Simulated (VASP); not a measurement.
# ZnSe in VASP: notebook

Runs on ZnSe. Level: PBE. Tasks: single point.

Program: VASP 6.6.1. These are calculated values, not measurements. Logs are shortened: lines on timing, memory, paths and dates and some standing lists are left out, and cuts for length are marked.

## 1. The cell of the first run

The cell holds a slab with vacuum, 16 atoms: a = 8.106 Å, b = 8.106 Å, c = 24.409 Å, α = 90.00°, β = 90.00°, γ = 120.00°.

## 2. Single point, PBE

INCAR reads:

```
  ALGO = Normal
  DIPOL = 0.5 0.5 0.403
  EDIFF = 1E-7
  ENCUT = 520
  GGA = PE
  IDIPOL = 3
  ISIF = 2
  ISMEAR = 0
  LASPH = True
  LCHARG = False
  LDIPOL = True
  LREAL = Auto
  LWAVE = False
  NBANDS = 86
  NELM = 100
  PREC = Accurate
  SIGMA = 0.05
```

KPOINTS reads:

```
k-points
0
Gamma
  2 2 1
```

POSCAR reads:

```
ZnSe
1.0
    8.1060462640      0.0000000000      0.0000000000
   -4.0530231320      7.0200419889      0.0000000000
    0.0000000000      0.0000000000     24.4085994121
Se Zn
8 8
Direct
    0.5000000000      0.0000000000      0.3277533408
    0.5000000000      0.5000000000      0.3277533408
    0.0000000000      0.0000000000      0.3277533408
    0.0000000000      0.5000000000      0.3277533408
    0.6853714553      0.8801424040      0.4763332106
    0.6937104852      0.3873230033      0.4705863467
    0.1937398506      0.8779226960      0.4763233125
    0.2004026708      0.3993569978      0.4719356836
    0.1666666667      0.8333333333      0.3616479476
    0.1666666667      0.3333333333      0.3616479476
    0.6666666667      0.8333333333      0.3616479476
    0.6666666667      0.3333333333      0.3616479476
    0.3665771495      0.7318253941      0.4324225915
    0.3522154275      0.2140772230      0.4565144140
    0.8640322194      0.7286205123      0.4476751097
    0.8630353204      0.2157824145      0.4556063216
```

Potentials or basis: VASP PAW PBE potentials, release 64 (Se, Zn).

The run is started by

```console
cat potpaw_PBE.64/Se/POTCAR potpaw_PBE.64/Zn/POTCAR > POTCAR
mpirun -np 1 vasp_std > vasp.out
```

OUTCAR:

```text
EDIFF = 1E-7
   ENCUT = 520
   GGA = PE
   ISIF = 2
   ISMEAR = 0
   LASPH = True
   LREAL = Auto
   NELM = 100
   PREC = Accurate

 ion  position               nearest neighbor table
   1  0.500  0.000  0.328-   9 2.48  12 2.48  11 2.48
   2  0.500  0.500  0.328-  10 2.48  11 2.48  12 2.48
   3  0.000  0.000  0.328-  11 2.48  10 2.48   9 2.48
   4  0.000  0.500  0.328-  12 2.48   9 2.48  10 2.48
   5  0.685  0.880  0.476-  16 2.41  15 2.42  13 2.48  11 2.82
   6  0.694  0.387  0.471-  16 2.42  14 2.42  15 2.46  12 2.69
   7  0.194  0.878  0.476-  14 2.41  15 2.42  13 2.48   9 2.82
   8  0.200  0.399  0.472-  14 2.40  16 2.40  13 2.53  10 2.73
   9  0.167  0.833  0.362-   1 2.48   4 2.48   3 2.48  13 2.76   7 2.82  15 3.01
  10  0.167  0.333  0.362-   2 2.48   3 2.48   4 2.48   8 2.73
  11  0.667  0.833  0.362-   3 2.48   2 2.48   1 2.48  13 2.75   5 2.82  15 3.01
  12  0.667  0.333  0.362-   4 2.48   1 2.48   2 2.48   6 2.69
  13  0.367  0.732  0.432-   5 2.48   7 2.48   8 2.53  11 2.75   9 2.76
  14  0.352  0.214  0.457-   8 2.40   7 2.41   6 2.42
  15  0.864  0.729  0.448-   7 2.42   5 2.42   6 2.46  11 3.01   9 3.01
  16  0.863  0.216  0.456-   8 2.40   5 2.41   6 2.42

  LATTYP: Found a hexagonal cell.
 ALAT       =     8.1060462640
 C/A-ratio  =     3.0111596476

  Lattice vectors:

 A1 = (   8.1060462640,   0.0000000000,   0.0000000000)
 A2 = (  -4.0530231320,   7.0200419889,   0.0000000000)
 A3 = (   0.0000000000,   0.0000000000,  24.4085994121)

Analysis of symmetry for initial positions (statically):
=====================================================================
 Subroutine PRICEL returns:
 Original cell was already a primitive cell.

 Routine SETGRP: Setting up the symmetry group for a
 hexagonal supercell.

 Subroutine GETGRP returns: Found  1 space group operations
 (whereof  1 operations were pure point group operations)
 out of a pool of 24 trial point group operations.

The static configuration has the point symmetry C_1 .

Analysis of symmetry for dynamics (positions and initial velocities):
=====================================================================
 Subroutine PRICEL returns:
 Original cell was already a primitive cell.

 Routine SETGRP: Setting up the symmetry group for a
 hexagonal supercell.

 Subroutine GETGRP returns: Found  1 space group operations
 (whereof  1 operations were pure point group operations)
 out of a pool of 24 trial point group operations.

The dynamic configuration has the point symmetry C_1 .

 Subroutine INISYM returns: Found  1 space group operations
 (whereof  1 operations are pure point group operations),
 and found     1 'primitive' translations

----------------------------------------------------------------------------------------

                                     Primitive cell

  volume of cell :    1388.9661

  direct lattice vectors                    reciprocal lattice vectors
     8.106046264  0.000000000  0.000000000     0.123364704  0.071224645  0.000000000
    -4.053023132  7.020041989  0.000000000     0.000000000  0.142449290  0.000000000
     0.000000000  0.000000000 24.408599412     0.000000000  0.000000000  0.040969168

  length of vectors
     8.106046264  8.106046264 24.408599412     0.142449290  0.142449290  0.040969168

  position of ions in fractional coordinates (direct lattice)
     0.500000000  0.000000000  0.327753341
     0.500000000  0.500000000  0.327753341
     0.000000000  0.000000000  0.327753341
     0.000000000  0.500000000  0.327753341
     0.685371455  0.880142404  0.476333211
     0.693710485  0.387323003  0.470586347
[... 8 lines left out ...]
     0.864032219  0.728620512  0.447675110
     0.863035320  0.215782414  0.455606322

  ion indices of the primitive-cell ions
   primitive index   ion index
                 1           1
                 2           2
                 3           3
                 4           4
                 5           5
                 6           6
[... 8 lines left out ...]
                15          15
                16          16

----------------------------------------------------------------------------------------

 KPOINTS: k-points

Automatic generation of k-mesh.
 Grid dimensions read from file:
 generate k-points for:    2    2    1

 Generating k-lattice:

  Cartesian coordinates                     Fractional coordinates (reciprocal lattice)
     0.061682352  0.035612323  0.000000000     0.500000000  0.000000000  0.000000000
     0.000000000  0.071224645  0.000000000     0.000000000  0.500000000  0.000000000
     0.000000000  0.000000000  0.040969168     0.000000000  0.000000000  1.000000000

  Length of vectors
     0.071224645  0.071224645  0.040969168

  Shift w.r.t. Gamma in fractional coordinates (k-lattice)
     0.000000000  0.000000000  0.000000000

 Subroutine IBZKPT returns following result:
 ===========================================

 Found      4 irreducible k-points:

 Following reciprocal coordinates:
            Coordinates               Weight
  0.000000  0.000000  0.000000      1.000000
  0.500000 -0.000000  0.000000      1.000000
  0.000000  0.500000  0.000000      1.000000
  0.500000  0.500000  0.000000      1.000000
   k-points           NKPTS =      4   k-points in BZ     NKDIM =      4   number of bands    NBANDS=     86
   number of dos      NEDOS =    301   number of ions     NIONS =     16
   total plane-waves  NPLWV = 691200
   dimension x,y,z NGX =    60 NGY =   60 NGZ =  192
   dimension x,y,z NGXF=   120 NGYF=  120 NGZF=  384
   ions per type =               8   8
   NGX,Y,Z   is equivalent  to a cutoff of  12.31, 12.31, 13.08 a.u.
   NGXF,Y,Z  is equivalent  to a cutoff of  24.61, 24.61, 26.15 a.u.
 SYSTEM =  unknown system
   PREC   = accura    normal or accurate (medium, high low for compatibility)
   ISTART =      0    job   : 0-new  1-cont  2-samecut
   ICHARG =      2    charge: 1-file 2-atom 10-const
   ISPIN  =      1    spin polarized calculation?
   LNONCOLLINEAR =      F non collinear calculations
   LSORBIT =      F    spin-orbit coupling
   LASPH  =      T    aspherical Exc in radial PAW
   ENCUT  =  520.0 eV  38.22 Ry    6.18 a.u.  15.07 15.07 45.38*2*pi/ulx,y,z
   NELM   =    100;   NELMIN=  2; NELMDL= -5     # of ELM steps
   EDIFF  = 0.1E-06   stopping-criterion for ELM
   LREAL  =      T    real-space projection
   EDIFFG = 0.1E-05   stopping-criterion for IOM
   NSW    =      0    number of steps for IOM
   IBRION =     -1    ionic relax: 0-MD 1-quasi-New 2-CG
   NFREE  =      0    steps in history (QN), initial steepest desc. (CG)
   ISIF   =      2    stress and relaxation
   ISYM   =      2    0-nonsym 1-usesym 2-fastsym
   POTIM  = 0.5000    time-step for ionic-motion
   TEBEG  =    0.0;   TEEND  =   0.0 temperature during run
   PSTRESS=    0.0 pullay stress
   NELECT =     144.0000    total number of electrons
   NUPDOWN=      -1.0000    fix difference up-down
   EMIN   =  10.00;   EMAX   =-10.00  energy-range for DOS
   EFERMI =   0.00;   METHOD = LEGACY
   ISMEAR =     0;   SIGMA  =   0.05  broadening in eV -4-tet -1-fermi 0-gaus
   EFERMI_NEDOS =   21; number of points for ismear=-14 and -15
   IALGO  =     38    algorithm
   IMIX   =      4    mixing-type and parameters
     AMIX     =   0.40;   BMIX     =  1.00
     AMIX_MAG =   1.60;   BMIX_MAG =  1.00
  volume/ion in A,a.u.               =      86.81       585.83
  Fermi-wavevector in a.u.,A,eV,Ry     =   0.769069  1.453329  8.047392  0.591467
  Thomas-Fermi vector in A             =   1.869978
   LORBIT       =      0    0 simple, 1 ext, 2 COOP (PROOUT), +10 PAW based schemes
   GGA     = PE    functional components
   LHFCALC =     F    Hartree Fock is set to
   AEXX    =    0.0000 exact exchange contribution
   IVDW    =     0    specifies the selected vdW correction
   LEPSILON=     F    determine dielectric tensor
   LRPA    =     F    only Hartree local field effects (RPA)
 non-spin polarized calculation
 Gauss-broadening in eV      SIGMA  =   0.05
  energy-cutoff  :      520.00
  volume of cell :     1388.97
 maximum number of plane-waves:     37434
   NGX = 31   NGY = 31   NGZ = 91

 number of electron     144.0000069 magnetization

 dipolmoment           0.000000      0.000000     -0.368265 electrons x Angstroem

 Free energy of the ion-electron system (eV)
  ---------------------------------------------------
  ext. energy  EPLUGINS =         0.00000000
  ---------------------------------------------------
  free energy    TOTEN  =       -44.41066020 eV

  energy without entropy =      -44.41066020  energy(sigma->0) =      -44.41066020

 E-fermi :  -3.3893     XC(G=0):  -2.9227

 val. band max:       -3.6298030139   @ k =   0.0000   0.0000   0.0000
 cond. band min:      -2.6776353030   @ k =   0.0000   0.0000   0.0000
 fundamental gap:      0.9521677109
 Fermi energy:        -3.3892969065

 k-point     1 :       0.0000    0.0000    0.0000
  band No.  band energies     occupation
      1     -17.0641      2.00000
      2     -16.4988      2.00000
      3     -16.4772      2.00000
      4     -16.4747      2.00000
      5     -15.8121      2.00000
      6     -15.3614      2.00000
[... 76 lines left out ...]
     83       0.1601      0.00000
     84       0.8692      0.00000

 k-point     2 :       0.5000   -0.0000    0.0000
  band No.  band energies     occupation
      1     -16.8005      2.00000
      2     -16.7833      2.00000
      3     -16.4954      2.00000
      4     -16.4831      2.00000
      5     -15.6382      2.00000
      6     -15.5029      2.00000
[... 76 lines left out ...]
     83       1.2995      0.00000
     84       1.4473      0.00000

 k-point     3 :       0.0000    0.5000    0.0000
  band No.  band energies     occupation
      1     -16.8060      2.00000
      2     -16.7834      2.00000
      3     -16.4896      2.00000
      4     -16.4824      2.00000
      5     -15.6543      2.00000
      6     -15.4451      2.00000
[... 76 lines left out ...]
     83       1.0825      0.00000
     84       1.4496      0.00000

 k-point     4 :       0.5000    0.5000    0.0000
  band No.  band energies     occupation
      1     -16.8030      2.00000
      2     -16.7800      2.00000
      3     -16.4990      2.00000
      4     -16.4804      2.00000
      5     -15.6391      2.00000
      6     -15.5007      2.00000
[... 76 lines left out ...]
     83       1.2867      0.00000
     84       1.4503      0.00000
 [bands above 84 left out]

------------------------ aborting loop because EDIFF is reached ----------------------------------------

 vacuum level on the upper side and lower side of the slab       (xc-potential included)        -0.653         0.497

  FORCE on cell =-STRESS in cart. coord.  units (eV):
  Direction    XX          YY          ZZ          XY          YZ          ZX
  --------------------------------------------------------------------------------------
  -------------------------------------------------------------------------------------
  Total       -0.0855585     -4.5575566     -1.1455448      0.0058011      0.3459195     -0.0143301
  in kB       -0.0986920     -5.2571577     -1.3213900      0.0066916      0.3990193     -0.0165298
  external PRESSURE =      -2.2257466 kB  Pullay stress =       0.0000000 kB

 VOLUME and BASIS-vectors are now :
 -----------------------------------------------------------------------------
  energy-cutoff  :      520.00
  volume of cell :     1388.97
      direct lattice vectors                 reciprocal lattice vectors
     8.106046264  0.000000000  0.000000000     0.123364704  0.071224645  0.000000000
    -4.053023132  7.020041989  0.000000000     0.000000000  0.142449290  0.000000000
     0.000000000  0.000000000 24.408599412     0.000000000  0.000000000  0.040969168

 POSITION                                       TOTAL-FORCE (eV/Angst)
 -----------------------------------------------------------------------------------
      4.05302      0.00000      8.00000        -0.000607     -0.226046      0.499899
      2.02651      3.51002      8.00000        -0.045067      0.046827      0.333034
      0.00000      0.00000      8.00000        -0.000559     -0.121284      0.487327
     -2.02651      3.51002      8.00000         0.045829      0.037099      0.340843
      1.98842      6.17864     11.62663        -0.005481     -0.008125      0.024144
      4.05342      2.71902     11.48635        -0.005865     -0.015095      0.040254
[... 8 lines left out ...]
      4.05077      5.11495     10.92712        -0.015516      0.032586     -0.036556
      6.12123      1.51480     11.12071         0.007797     -0.003738     -0.004951
 -----------------------------------------------------------------------------------
    total drift:                               -0.000319      0.005216     -0.003371

  FREE ENERGIE OF THE ION-ELECTRON SYSTEM (eV)
  ---------------------------------------------------
  free  energy   TOTEN  =       -44.4106601971 eV

  energy  without entropy=      -44.4106601971  energy(sigma->0) =      -44.41066020

 vacuum level on the upper side and lower side of the slab         1.274         2.449
```

Wall time 31 min (1 thread of Intel Xeon Platinum 8488C (Sapphire Rapids), shared host); peak memory 1.4 GiB.

What came out:

```
Free energy            : -44.4107 eV
Largest force          : 0.577 eV/Å
Band gap on the k mesh : 0.95 eV, direct
```

Forces in eV/Å, atoms in the order of the input:
```
Se  -0.001 -0.226  0.500
Se  -0.045  0.047  0.333
Se  -0.001 -0.121  0.487
Se   0.046  0.037  0.341
Se  -0.005 -0.008  0.024
Se  -0.006 -0.015  0.040
Se   0.023  0.018  0.035
Se  -0.026  0.034  0.022
Zn  -0.222  0.006 -0.523
Zn   0.008  0.038 -0.384
Zn   0.227  0.006 -0.531
Zn  -0.007  0.155 -0.280
Zn  -0.003  0.011 -0.011
Zn   0.019 -0.010 -0.012
Zn  -0.016  0.033 -0.037
Zn   0.008 -0.004 -0.005
```

Levels at points of the mesh, in eV from the valence-band top:
| k point | band 70 | band 71 | band 72 | band 73 | band 74 | band 75 |
| --- | --- | --- | --- | --- | --- | --- |
| (0.00, 0.00, 0.00) | -0.66 | -0.06 | 0.00 | 0.95 | 1.41 | 1.69 |
| (0.50, 0.00, 0.00) | -0.64 | -0.57 | -0.55 | 1.88 | 2.18 | 2.52 |
| (0.00, 0.50, 0.00) | -0.65 | -0.65 | -0.50 | 2.03 | 2.33 | 2.48 |
| (0.50, 0.50, 0.00) | -0.64 | -0.57 | -0.55 | 1.88 | 2.17 | 2.54 |

Caveat: the k points lie up to 0.45 Å⁻¹ apart.

[end of part 1 of 2]
